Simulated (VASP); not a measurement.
# Cl (Cmce) in VASP: a series of runs

The runs below take Cl through single point, with PBEsol, BLYP+D3(BJ), BLYP+D4.

Everything below comes from runs of VASP 6.6.1. Logs are shortened: lines on timing, memory, paths and dates and some standing lists are left out, and cuts for length are marked.

**1. The cell of the first run**

The structure is orthorhombic, space group Cmce (No. 64). Conventional cell: a = 6.205 Å, b = 4.439 Å, c = 8.099 Å, α = 90.00°, β = 90.00°, γ = 90.00°. Cl (site symmetry m) has 1 Cl at 1.99 Å within 2.6 Å.

**2. Single point, PBEsol (volume scaled by 0.96)**

INCAR

```
  ALGO = Normal
  EDIFF = 1E-6
  ENCUT = 520
  GGA = PS
  ISIF = 2
  ISMEAR = -1
  LASPH = T
  LCHARG = F
  LREAL = F
  LWAVE = F
  NBANDS = 22
  NELM = 100
  PREC = Accurate
  SIGMA = 0.05
```

KPOINTS

```
k-points
0
Gamma
  7 7 4
```

POSCAR

```
Cl
1.0
    3.1024947895     -2.2195908669      0.0000000000
    3.1024947895      2.2195908669      0.0000000000
    0.0000000000      0.0000000000      8.0990404521
Cl
4
Direct
    0.3700000000      0.6300000000      0.4000000000
    0.1300000000      0.8700000000      0.9000000000
    0.6300000000      0.3700000000      0.6000000000
    0.8700000000      0.1300000000      0.1000000000
```

Potentials or basis: VASP PAW PBE potentials, release 64 (Cl).

Run with:

```bash
$ cat potpaw_PBE.64/Cl/POTCAR > POTCAR
$ mpirun -np 1 vasp_std > vasp.out
```

OUTCAR:

```text
EDIFF = 1E-6
   ENCUT = 520
   GGA = PS
   ISIF = 2
   ISMEAR = -1
   LASPH = T
   LREAL = F
   NELM = 100
   PREC = Accurate

 ion  position               nearest neighbor table
   1  0.370  0.630  0.400-   3 1.99
   2  0.130  0.870  0.900-   4 1.99
   3  0.630  0.370  0.600-   1 1.99
   4  0.870  0.130  0.100-   2 1.99

  LATTYP: Found a base centered orthorhombic cell.
 ALAT       =     4.4391817338
 B/A-ratio  =     1.3977777778
 C/A-ratio  =     1.8244444444

  Lattice vectors:

 A1 = (  -3.1024947895,  -2.2195908669,   0.0000000000)
 A2 = (   3.1024947895,  -2.2195908669,   0.0000000000)
 A3 = (   0.0000000000,   0.0000000000,   8.0990404521)

Analysis of symmetry for initial positions (statically):
=====================================================================
 Subroutine PRICEL returns:
 Original cell was already a primitive cell.

 Routine SETGRP: Setting up the symmetry group for a
 base centered orthorhombic supercell.

 Subroutine GETGRP returns: Found  8 space group operations
 (whereof  4 operations were pure point group operations)
 out of a pool of  8 trial point group operations.

The static configuration has the point symmetry C_2h.
 The point group associated with its full space group is D_2h.

Analysis of symmetry for dynamics (positions and initial velocities):
=====================================================================
 Subroutine PRICEL returns:
 Original cell was already a primitive cell.

 Routine SETGRP: Setting up the symmetry group for a
 base centered orthorhombic supercell.

 Subroutine GETGRP returns: Found  8 space group operations
 (whereof  4 operations were pure point group operations)
 out of a pool of  8 trial point group operations.

The dynamic configuration has the point symmetry C_2h.
 The point group associated with its full space group is D_2h.

 Subroutine INISYM returns: Found  8 space group operations
 (whereof  4 operations are pure point group operations),
 and found     1 'primitive' translations

----------------------------------------------------------------------------------------

                                     Primitive cell

  volume of cell :     111.5443

  direct lattice vectors                    reciprocal lattice vectors
     3.102494790 -2.219590867  0.000000000     0.161160625 -0.225266741  0.000000000
     3.102494790  2.219590867  0.000000000     0.161160625  0.225266741  0.000000000
     0.000000000  0.000000000  8.099040452     0.000000000  0.000000000  0.123471417

  length of vectors
     3.814715918  3.814715918  8.099040452     0.276979876  0.276979876  0.123471417

  position of ions in fractional coordinates (direct lattice)
     0.370000000  0.630000000  0.400000000
     0.130000000  0.870000000  0.900000000
     0.630000000  0.370000000  0.600000000
     0.870000000  0.130000000  0.100000000

  ion indices of the primitive-cell ions
   primitive index   ion index
                 1           1
                 2           2
                 3           3
                 4           4

----------------------------------------------------------------------------------------

 KPOINTS: k-points

Automatic generation of k-mesh.
 Grid dimensions read from file:
 generate k-points for:    7    7    4

 Generating k-lattice:

  Cartesian coordinates                     Fractional coordinates (reciprocal lattice)
     0.023022946 -0.032180963  0.000000000     0.142857143  0.000000000  0.000000000
     0.023022946  0.032180963  0.000000000     0.000000000  0.142857143  0.000000000
     0.000000000  0.000000000  0.030867854     0.000000000  0.000000000  0.250000000

  Length of vectors
     0.039568554  0.039568554  0.030867854

  Shift w.r.t. Gamma in fractional coordinates (k-lattice)
     0.000000000  0.000000000  0.000000000

 Subroutine IBZKPT returns following result:
 ===========================================

 Found     48 irreducible k-points:

 Following reciprocal coordinates:
            Coordinates               Weight
  0.000000  0.000000  0.000000      1.000000
  0.142857 -0.000000  0.000000      4.000000
  0.285714 -0.000000  0.000000      4.000000
  0.428571  0.000000  0.000000      4.000000
  0.142857  0.142857  0.000000      2.000000
  0.285714  0.142857  0.000000      4.000000
[... 16 lines left out ...]
  0.428571  0.142857  0.250000      8.000000
 -0.428571  0.142857  0.250000      8.000000
 [... further k-points ...]
   k-points           NKPTS =     48   k-points in BZ     NKDIM =     48   number of bands    NBANDS=     22
   number of dos      NEDOS =    301   number of ions     NIONS =      4
   total plane-waves  NPLWV =  47040
   dimension x,y,z NGX =    28 NGY =   28 NGZ =   60
   dimension x,y,z NGXF=    56 NGYF=   56 NGZF=  120
   ions per type =               4
   NGX,Y,Z   is equivalent  to a cutoff of  12.20, 12.20, 12.32 a.u.
   NGXF,Y,Z  is equivalent  to a cutoff of  24.40, 24.40, 24.63 a.u.
 SYSTEM =  unknown system
   PREC   = accura    normal or accurate (medium, high low for compatibility)
   ISTART =      0    job   : 0-new  1-cont  2-samecut
   ICHARG =      2    charge: 1-file 2-atom 10-const
   ISPIN  =      1    spin polarized calculation?
   LNONCOLLINEAR =      F non collinear calculations
   LSORBIT =      F    spin-orbit coupling
   LASPH  =      T    aspherical Exc in radial PAW
   ENCUT  =  520.0 eV  38.22 Ry    6.18 a.u.   7.09  7.09 15.06*2*pi/ulx,y,z
   NELM   =    100;   NELMIN=  2; NELMDL= -5     # of ELM steps
   EDIFF  = 0.1E-05   stopping-criterion for ELM
   LREAL  =      F    real-space projection
   EDIFFG = 0.1E-04   stopping-criterion for IOM
   NSW    =      0    number of steps for IOM
   IBRION =     -1    ionic relax: 0-MD 1-quasi-New 2-CG
   NFREE  =      0    steps in history (QN), initial steepest desc. (CG)
   ISIF   =      2    stress and relaxation
   ISYM   =      2    0-nonsym 1-usesym 2-fastsym
   POTIM  = 0.5000    time-step for ionic-motion
   TEBEG  =    0.0;   TEEND  =   0.0 temperature during run
   PSTRESS=    0.0 pullay stress
   NELECT =      28.0000    total number of electrons
   NUPDOWN=      -1.0000    fix difference up-down
   EMIN   =  10.00;   EMAX   =-10.00  energy-range for DOS
   EFERMI =   0.00;   METHOD = LEGACY
   ISMEAR =    -1;   SIGMA  =   0.05  broadening in eV -4-tet -1-fermi 0-gaus
   EFERMI_NEDOS =   21; number of points for ismear=-14 and -15
   IALGO  =     38    algorithm
   IMIX   =      4    mixing-type and parameters
     AMIX     =   0.40;   BMIX     =  1.00
     AMIX_MAG =   1.60;   BMIX_MAG =  1.00
  volume/ion in A,a.u.               =      27.89       188.18
  Fermi-wavevector in a.u.,A,eV,Ry     =   1.032710  1.951539 14.510473  1.066490
  Thomas-Fermi vector in A             =   2.166921
   LORBIT       =      0    0 simple, 1 ext, 2 COOP (PROOUT), +10 PAW based schemes
   GGA     = PS    functional components
   LHFCALC =     F    Hartree Fock is set to
   AEXX    =    0.0000 exact exchange contribution
   IVDW    =     0    specifies the selected vdW correction
   LEPSILON=     F    determine dielectric tensor
   LRPA    =     F    only Hartree local field effects (RPA)
 non-spin polarized calculation
  energy-cutoff  :      520.00
  volume of cell :      111.54
 maximum number of plane-waves:      3032
   NGX = 15   NGY = 15   NGZ = 31

 number of electron      28.0000003 magnetization

 Free energy of the ion-electron system (eV)
  ---------------------------------------------------
  ext. energy  EPLUGINS =         0.00000000
  ---------------------------------------------------
  free energy    TOTEN  =        -7.98332283 eV

  energy without entropy =       -7.98332283  energy(sigma->0) =       -7.98332283

 E-fermi :   0.8649     XC(G=0):  -8.1051

 val. band max:       -0.2914208354   @ k =  -0.4286   0.4286   0.0000
 cond. band min:       2.3370350294   @ k =   0.1429  -0.0000   0.0000
 fundamental gap:      2.6284558649
 Fermi energy:         0.8649464267

 k-point     1 :       0.0000    0.0000    0.0000
  band No.  band energies     occupation
      1     -17.1631      2.00000
      2     -16.9422      2.00000
      3     -12.9245      2.00000
      4     -12.3028      2.00000
      5      -5.8144      2.00000
      6      -4.9086      2.00000
[... 14 lines left out ...]
     21       9.7714      0.00000
     22      10.0586      0.00000

 k-point     2 :       0.1429   -0.0000    0.0000
  band No.  band energies     occupation
      1     -17.1235      2.00000
      2     -16.9225      2.00000
      3     -12.8969      2.00000
      4     -12.3410      2.00000
      5      -5.8110      2.00000
      6      -4.9555      2.00000
[... 14 lines left out ...]
     21       9.6214      0.00000
     22      10.1580      0.00000

 k-point     3 :       0.2857   -0.0000    0.0000
  band No.  band energies     occupation
      1     -17.0258      2.00000
      2     -16.8835      2.00000
      3     -12.8221      2.00000
      4     -12.4447      2.00000
      5      -5.7800      2.00000
      6      -5.1168      2.00000
[... 14 lines left out ...]
     21       9.8866      0.00000
     22      10.7144      0.00000

 k-point     4 :       0.4286    0.0000    0.0000
  band No.  band energies     occupation
      1     -16.9238      2.00000
      2     -16.8720      2.00000
      3     -12.7138      2.00000
      4     -12.5815      2.00000
      5      -5.6550      2.00000
      6      -5.3972      2.00000
[... 14 lines left out ...]
     21      10.2899      0.00000
     22      10.9658      0.00000

 k-point     5 :       0.1429    0.1429    0.0000
  band No.  band energies     occupation
      1     -17.1161      2.00000
      2     -16.9067      2.00000
      3     -12.8877      2.00000
      4     -12.3088      2.00000
      5      -5.7869      2.00000
      6      -4.9510      2.00000
[... 417 lines left out ...]
 k-point    22 :       0.2857    0.1429    0.2500
  band No.  band energies     occupation
      1     -17.0197      2.00000
      2     -16.8933      2.00000
      3     -12.7649      2.00000
      4     -12.4272      2.00000
      5      -5.6680      2.00000
      6      -5.1609      2.00000
[... 14 lines left out ...]
     21       9.9542      0.00000
     22      10.3876      0.00000

 k-point    23 :       0.4286    0.1429    0.2500
  band No.  band energies     occupation
      1     -16.9342      2.00000
      2     -16.8552      2.00000
      3     -12.7144      2.00000
      4     -12.5157      2.00000
      5      -5.6155      2.00000
      6      -5.2717      2.00000
[... 14 lines left out ...]
     21      10.0210      0.00000
     22      10.2009      0.00000

 k-point    24 :      -0.4286    0.1429    0.2500
  band No.  band energies     occupation
      1     -16.8830      2.00000
      2     -16.8697      2.00000
      3     -12.6542      2.00000
      4     -12.6273      2.00000
      5      -5.4805      2.00000
      6      -5.4509      2.00000
[... 14 lines left out ...]
     21      10.1470      0.00000
     22      10.4011      0.00000

 [... further k-points ...]

------------------------ aborting loop because EDIFF is reached ----------------------------------------

  FORCE on cell =-STRESS in cart. coord.  units (eV):
  Direction    XX          YY          ZZ          XY          YZ          ZX
  --------------------------------------------------------------------------------------
  -------------------------------------------------------------------------------------
  Total        0.1995101     -0.2320515     -0.1276367      0.0000000     -0.0000000      0.0000000
  in kB        2.8656810     -3.3330927     -1.8333208      0.0000000     -0.0000000      0.0000000
  external PRESSURE =      -0.7669108 kB  Pullay stress =       0.0000000 kB

 VOLUME and BASIS-vectors are now :
 -----------------------------------------------------------------------------
  energy-cutoff  :      520.00
  volume of cell :      111.54
      direct lattice vectors                 reciprocal lattice vectors
     3.102494790 -2.219590867  0.000000000     0.161160625 -0.225266741  0.000000000
     3.102494790  2.219590867  0.000000000     0.161160625  0.225266741  0.000000000
     0.000000000  0.000000000  8.099040452     0.000000000  0.000000000  0.123471417

 POSITION                                       TOTAL-FORCE (eV/Angst)
 -----------------------------------------------------------------------------------
      3.10249      0.57709      3.23962         0.000000      0.034909     -0.211624
      3.10249      1.64250      7.28914         0.000000     -0.034909     -0.211624
      3.10249     -0.57709      4.85942         0.000000     -0.034909      0.211624
      3.10249     -1.64250      0.80990         0.000000      0.034909      0.211624
 -----------------------------------------------------------------------------------
    total drift:                               -0.000000      0.000000     -0.000000

  FREE ENERGIE OF THE ION-ELECTRON SYSTEM (eV)
  ---------------------------------------------------
  free  energy   TOTEN  =        -7.9833228257 eV

  energy  without entropy=       -7.9833228256  energy(sigma->0) =       -7.98332283
```

It took 53 s on 1 thread of Intel Xeon Platinum 8488C (Sapphire Rapids), shared host; peak memory 0.23 GiB.

What came out:

```yaml
Free_energy: -7.9833 eV
Pressure: -0.1 GPa
Largest_force: 0.214 eV/Å
Band_gap_on_the_k_mesh: 2.63 eV, indirect (least direct gap 2.69 eV)
```

Forces in eV/Å, atoms in the order of the input:
```
Cl   0.000  0.035 -0.212
Cl   0.000 -0.035 -0.212
Cl   0.000 -0.035  0.212
Cl   0.000  0.035  0.212
```

Stress tensor (GPa, compression positive):
```
 0.29  0.00  0.00
 0.00 -0.33  0.00
 0.00  0.00 -0.18
```

Levels at points of the mesh, in eV from the valence-band top:
| k point | band 12 | band 13 | band 14 | band 15 | band 16 | band 17 |
| --- | --- | --- | --- | --- | --- | --- |
| (0.00, 0.00, 0.00) | -0.44 | -0.16 | -0.06 | 2.64 | 3.23 | 6.77 |
| (0.00, 0.00, 0.50) | -0.71 | -0.11 | -0.11 | 2.82 | 2.82 | 7.35 |

Caveat: the PAW data sets were made with another functional, which shifts forces and pressure a little. A k mesh can miss the band edges.

**3. Single point, PBEsol (volume scaled by 1.06)**

INCAR

```
SYSTEM = Cl
PREC = Accurate
ENCUT = 520
EDIFF = 1E-7
ISMEAR = -1
SIGMA = 0.05
LREAL = .False.
LASPH = .True.
NELM = 80
ALGO = Normal
ISIF = 2
LWAVE = .False.
LCHARG = .False.
GGA = PS
NBANDS = 22
```

KPOINTS

```
regular mesh
0
Gamma
  7 7 4
  0 0 0
```

POSCAR

```
Cl
1.0
    3.2066823265     -2.2941288504      0.0000000000
    3.2066823265      2.2941288504      0.0000000000
    0.0000000000      0.0000000000      8.3710212721
Cl
4
Direct
    0.3700000000      0.6300000000      0.4000000000
    0.1300000000      0.8700000000      0.9000000000
    0.6300000000      0.3700000000      0.6000000000
    0.8700000000      0.1300000000      0.1000000000
```

Potentials or basis: VASP PAW PBE potentials, release 64 (Cl).

Run with:

```bash
$ cat potpaw_PBE.64/Cl/POTCAR > POTCAR
$ mpirun -np 1 vasp_std > vasp.out
```

It took 76 s on 1 thread of Intel Xeon Platinum 8488C (Sapphire Rapids), shared host; peak memory 0.26 GiB.

The run converged. Its results:

- Free energy: -7.8907 eV
- Pressure: -2.4 GPa
- Largest force: 0.903 eV/Å
- Band gap on the k mesh: 2.27 eV, indirect (least direct gap 2.33 eV)

Forces in eV/Å, atoms in the order of the input:
```
Cl   0.000 -0.600  0.675
Cl   0.000  0.600  0.675
Cl   0.000  0.600 -0.675
Cl   0.000 -0.600 -0.675
```

Stress tensor (GPa, compression positive):
```
-0.01  0.00  0.00
 0.00 -2.62  0.00
 0.00  0.00 -4.50
```

Levels at points of the mesh, in eV from the valence-band top:
| k point | band 10 | band 11 | band 12 | band 13 | band 14 | band 15 | band 16 | band 17 | band 18 | band 19 |
| --- | --- | --- | --- | --- | --- | --- | --- | --- | --- | --- |
| (0.00, 0.00, 0.00) | -2.00 | -0.64 | -0.36 | -0.13 | -0.05 | 2.27 | 2.83 | 6.69 | 7.51 | 8.87 |
| (0.00, 0.00, 0.50) | -2.01 | -0.58 | -0.58 | -0.09 | -0.09 | 2.48 | 2.48 | 7.29 | 7.29 | 9.54 |

Caveat: the PAW data sets were made with another functional, which shifts forces and pressure a little.

(Continued in part 2 of 2.)
